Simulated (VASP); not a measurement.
Input of a VASP 6.6.1 run:

Contents of INCAR:

```
SYSTEM = W3O
PREC = Accurate
ENCUT = 520
EDIFF = 1E-7
ISMEAR = 0
SIGMA = 0.15
LREAL = .FALSE.
LASPH = .TRUE.
NELM = 100
ALGO = Normal
ISIF = 2
LWAVE = .FALSE.
LCHARG = .FALSE.
GGA = PE
NBANDS = 58
```

Contents of KPOINTS:

```
Automatic mesh
0
G
  8 8 8
  0 0 0
```

Contents of POSCAR:

```
W3O
1.0
    4.8845028662      0.0366337715      0.0000000000
    0.0366337715      4.8845028662      0.0000000000
    0.0000000000      0.0000000000      4.8845028662
W O
6 2
Direct
    0.5000000000      0.7500000000      0.0000000000
    0.0000000000      0.5000000000      0.7500000000
    0.2500000000      0.0000000000      0.5000000000
    0.5000000000      0.2500000000      0.0000000000
    0.0000000000      0.5000000000      0.2500000000
    0.7500000000      0.0000000000      0.5000000000
    0.5000000000      0.5000000000      0.5000000000
    0.0000000000      0.0000000000      0.0000000000
```

Potentials or basis: VASP PAW PBE potentials, release 64 (W_sv, O).

Command:

```console
$ cat potpaw_PBE.64/W_sv/POTCAR potpaw_PBE.64/O/POTCAR > POTCAR
$ mpirun -np 1 vasp_std > vasp.out
```

Task: Estimate the pressure.

Result: 0.8 GPa.

Task: What does it give for the largest force?

Result: 0.111 eV/Å.

Task: Estimate the band gap on the k mesh.

Result: Zero (bands 48 and 49 overlap by 0.87 eV).

Stress tensor (GPa, compression positive):
```
 0.80 -0.16  0.00
-0.16  0.80  0.00
 0.00  0.00  0.75
```

Caveat: the cell differs from its parent crystal (strain +0.0150 x Voigt [0, 0, 0, 0, 0, 1]); spin-orbit coupling is left out, which moves the levels of the heavy elements.
